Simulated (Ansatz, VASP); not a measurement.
**SiO2: VASP beside Ansatz**

File POSCAR:

```
SiO2
1.0
   -2.4732446449      2.4732446449      3.8391750711
    2.4732446449     -2.4732446449      3.8391750711
    2.4732446449      2.4732446449     -3.8391750711
Si O
2 4
Direct
    0.0000000000      0.0000000000      0.0000000000
    0.7500000000      0.2500000000      0.5000000000
    0.9731664718      0.6250000000      0.8481664718
    0.3750000000      0.2231664718      0.3481664718
    0.7768335282      0.1250000000      0.1518335282
    0.8750000000      0.0268335282      0.6518335282
```

Contents of INCAR.step1:

```
PREC     = Accurate       # precision mode
ENCUT    = 520            # plane-wave cutoff, eV
ISMEAR   = 0              # smearing method
SIGMA    = 0.05           # smearing width, eV
LREAL    = F              # projectors in reciprocal space
LASPH    = T              # aspherical terms in the spheres
NELM     = 60             # most SCF steps
NBANDS   = 25             # bands
GGA      = PE             # functional
ALGO     = Normal         # electronic algorithm
EDIFF    = 1E-4           # SCF threshold, eV
LWAVE    = T              # write WAVECAR
LCHARG   = F              # write CHGCAR
```

File INCAR.step2:

```
PREC     = Accurate       # precision mode
ENCUT    = 520            # plane-wave cutoff, eV
EDIFF    = 1E-7           # SCF threshold, eV
ISMEAR   = 0              # smearing method
SIGMA    = 0.05           # smearing width, eV
LREAL    = F              # projectors in reciprocal space
LASPH    = T              # aspherical terms in the spheres
NELM     = 60             # most SCF steps
ALGO     = Normal         # electronic algorithm
ISIF     = 2              # what is computed and relaxed
LWAVE    = F              # write WAVECAR
LCHARG   = F              # write CHGCAR
METAGGA  = R2SCAN         # meta-GGA
LMIXTAU  = T            
NBANDS   = 25             # bands
ISTART   = 1
```

Contents of KPOINTS:

```
Automatic mesh
0
Gamma
  6 6 6
```

Input for Ansatz:

```yaml
crystal:
  lattice:
    - [-2.4732446449, 2.4732446449, 3.8391750711]
    - [2.4732446449, -2.4732446449, 3.8391750711]
    - [2.4732446449, 2.4732446449, -3.8391750711]
  atoms:
    - { symbol: Si, position: [0.0, 0.0, 0.0] }
    - { symbol: Si, position: [0.75, 0.25, 0.5] }
    - { symbol: O, position: [0.9731664718, 0.625, 0.8481664718] }
    - { symbol: O, position: [0.375, 0.2231664718, 0.3481664718] }
    - { symbol: O, position: [0.7768335282, 0.125, 0.1518335282] }
    - { symbol: O, position: [0.875, 0.0268335282, 0.6518335282] }
basis:
  ecutwfc: 500
kpoints:
  mp_grid: { grid: [6, 6, 6] }
hamiltonian:
  xc: r2scan
scf:
  occupations: { method: gaussian, width: 0.05 }
output:
  forces: true
  stress: true
  eigenvalues: true
  write_density: true
  write_potential: true
  elf: true
  volumetric_format: npy
```

Change from the starting cell: strain +0.000 along x and y, +0.050 along z, atoms carried along.

Alike in both runs: task single point; functional r2SCAN; k mesh 6 × 6 × 6; occupations gaussian, width 0.05 eV; no spin polarisation.

|  | VASP | Ansatz |
| --- | --- | --- |
| version | VASP 6.6.1 | Ansatz 0.2.0 |
| potentials or method | VASP PAW PBE potentials, release 64 (Si, O), cutoff 520 eV | scalar-relativistic, plane waves, PAW |
| valence electrons in the cell | 32 | 32 |

VASP gave:

- gap on the k mesh at the Fermi level (eV): 6.22
- least direct gap on the mesh (eV): 6.22
- pressure (GPa): -7.5
- traceless stress, the component that is largest in VASP (GPa): -2.21
- rms of the force components (eV/Å): 0.217

**Question.** Which values does Ansatz return?

**Answer.** gap on the k mesh at the Fermi level (eV): 6.22; least direct gap on the mesh (eV): 6.22; pressure (GPa): -7.6; traceless stress, the component that is largest in VASP (GPa): -2.25; rms of the force components (eV/Å): 0.217.

VASP's potentials were made for PBE, not for r2SCAN. Atom by atom the forces differ by 0.000 eV/Å (rms over components).
